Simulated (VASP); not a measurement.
**B: single point with r2SCANh**

B:

```
B
1.0
     2.34611    0.00000    0.00000
     0.00000    2.34611    0.00000
     0.00000    0.00000    1.58579
B
1
Direct
  0.50000 0.50000 0.50000
```

```json
{
  "Program": "VASP 6.6.1",
  "Task": "single point",
  "Functional": "r2SCANh",
  "Potentials or basis": "VASP PAW PBE potentials, release 64 (B)",
  "Cutoff": "520 eV",
  "k mesh": "6 × 6 × 8",
  "Occupations": "fermi-dirac, width 0.05 eV",
  "Spin": "no spin polarisation"
}
```

| Quantity | Value |
| --- | --- |
| Pressure | -1.1 GPa |
| Band gap on the k mesh | zero (an odd number of electrons rules out a gap without spin polarisation) |

Stress tensor (GPa, compression positive):
```
 2.55  0.00  0.00
 0.00  2.55  0.00
 0.00  0.00 -8.51
```

Levels at points of the mesh, in eV from the Fermi level:
```tsv
k point	band 1	band 2	band 3	band 4
(0.00, 0.00, 0.00)	-15.44	5.71	5.71	15.53
(0.50, 0.00, 0.00)	-10.33	-8.00	7.79	21.46
(0.50, 0.50, 0.00)	-4.97	-4.51	-4.51	6.15
(0.00, 0.00, 0.50)	-6.68	2.17	15.80	15.80
(0.50, 0.00, 0.50)	-4.46	5.54	8.17	11.86
(0.50, 0.50, 0.50)	-2.60	8.18	8.18	15.40
```

It took 70 s on 1 thread of Intel(R) Xeon(R) 6975P-C (Granite Rapids), with other jobs on the host, peak memory 0.11 GiB.

Caveat: the k points lie up to 0.50 Å⁻¹ apart, too coarse for converged energies and pressures of a metal; the PAW data sets were made with another functional, which shifts forces and pressure a little.
